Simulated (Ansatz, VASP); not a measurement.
**One calculation of YGe, two programs**

Contents of INCAR:

```
SYSTEM = YGe
  ALGO = Normal
  EDIFF = 1E-6
  ENCUT = 520
  ISIF = 2
  ISMEAR = 1
  LASPH = .True.
  LCHARG = .True.
  LELF = .True.
  LREAL = .False.
  LVHAR = .True.
  LWAVE = .False.
  NBANDS = 33
  NELM = 60
  PREC = Accurate
  SIGMA = 0.1
```

KPOINTS

```
k-points
0
Gamma
  6 6 6
  0 0 0
```

File POSCAR:

```
YGe
1.0
    2.1412800000     -5.3622000000      0.0000000000
    2.1412800000      5.3622000000      0.0000000000
    0.0000000000      0.0000000000      3.9545990000
Y Ge
2 2
Direct
    0.1386060000      0.8613940000      0.2500000000
    0.8613940000      0.1386060000      0.7500000000
    0.4156180000      0.5843820000      0.2500000000
    0.5843820000      0.4156180000      0.7500000000
```

Input for Ansatz:

```yaml
crystal:
  lattice:
    - [2.14128, -5.3622, 0.0]
    - [2.14128, 5.3622, 0.0]
    - [0.0, 0.0, 3.954599]
  atoms:
    - { symbol: "Y", position: [0.138606, 0.861394, 0.25] }
    - { symbol: "Y", position: [0.861394, 0.138606, 0.75] }
    - { symbol: Ge, position: [0.41561800000000004, 0.584382, 0.25] }
    - { symbol: Ge, position: [0.5843819999999998, 0.4156179999999999, 0.75] }
kpoints:
  mp_grid:
    grid: [6, 6, 6]
hamiltonian:
  xc: lda
  pseudopotentials:
    kind: paw
scf:
  convergence:
    dr2_threshold: 1.0e-09
  occupations:
    method: methfessel_paxton
output:
  forces: true
  stress: true
  eigenvalues: true
```

Alike in both runs: task single point; functional LDA; k mesh 6 × 6 × 6; no spin polarisation.

```csv
,VASP,Ansatz
version,VASP 6.6.1,Ansatz 0.2.0
potentials or method,"VASP PAW LDA potentials, release 64 (Y_sv, Ge_d)","plane waves, PAW"
plane-wave cutoff (eV),520,420
occupations,"methfessel-paxton of order 1, width 0.1 eV",methfessel-paxton of order 1
valence electrons in the cell,50,50
```

VASP gave:

- gap on the k mesh at the Fermi level (eV): none
- pressure (GPa): -4.7
- traceless stress, the component that is largest in VASP (GPa): 0.67
- rms of the force components (eV/Å): 0.049

What did Ansatz give for the same quantities?

gap on the k mesh at the Fermi level (eV): none; pressure (GPa): -4.8; traceless stress, the component that is largest in VASP (GPa): 0.67; rms of the force components (eV/Å): 0.049.

LDA's correlation is that of Perdew and Zunger in VASP and of Perdew and Wang (1992) in Ansatz. Atom by atom the forces differ by 0.001 eV/Å (rms over components). A gap of «none» marks a metal or a gap that the smearing closes. Ansatz's warnings: stress scf threshold loose.
